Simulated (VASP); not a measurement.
SiMo3, 4 atoms in the cell. Symmetry: Im-3m, No. 229, cubic system. Conventional cell: a = 5.151 Å, b = 5.151 Å, c = 5.151 Å, α = 90.00°, β = 90.00°, γ = 90.00°. Si (site symmetry m-3m) has 6 Mo at 2.58 Å within 3.4 Å. Within 3.4 Å of Mo (site symmetry 4/mmm) lie 2 Si at 2.58 Å and 4 Mo at 2.58 Å. The cell was built from a structure type or drawn by symmetry, and may not be a known phase.

* Program: VASP 6.6.1
* Task: single point
* Functional: PBE
* Potentials or basis: VASP PAW PBE potentials, release 64 (Si, Mo_sv)
* Cutoff: 500 eV
* k mesh: 5 × 5 × 5
* Occupations: gaussian, width 0.2 eV
* Spin: no spin polarisation
* Dipole correction: no
* Further INCAR settings: ALGO = Normal; EDIFF = 1e-06; NBANDS = 31

Potentials or basis: VASP PAW PBE potentials, release 64 (Si, Mo_sv).

The run is started by

```console
$ cat potpaw_PBE.64/Si/POTCAR potpaw_PBE.64/Mo_sv/POTCAR > POTCAR
$ mpirun -np 1 vasp_std > vasp.out
```

Hardware: 1 thread of Intel(R) Xeon(R) Platinum 8259CL CPU @ 2.50GHz (Skylake/Cascade Lake), on a shared host.

Problem. Estimate the wall time of this run.

Solution. Wall time 27 s on 1 thread of Intel(R) Xeon(R) Platinum 8259CL CPU @ 2.50GHz (Skylake/Cascade Lake), on a shared host, peak memory 0.2 GiB. Counts: scf iterations 12, k points 10.
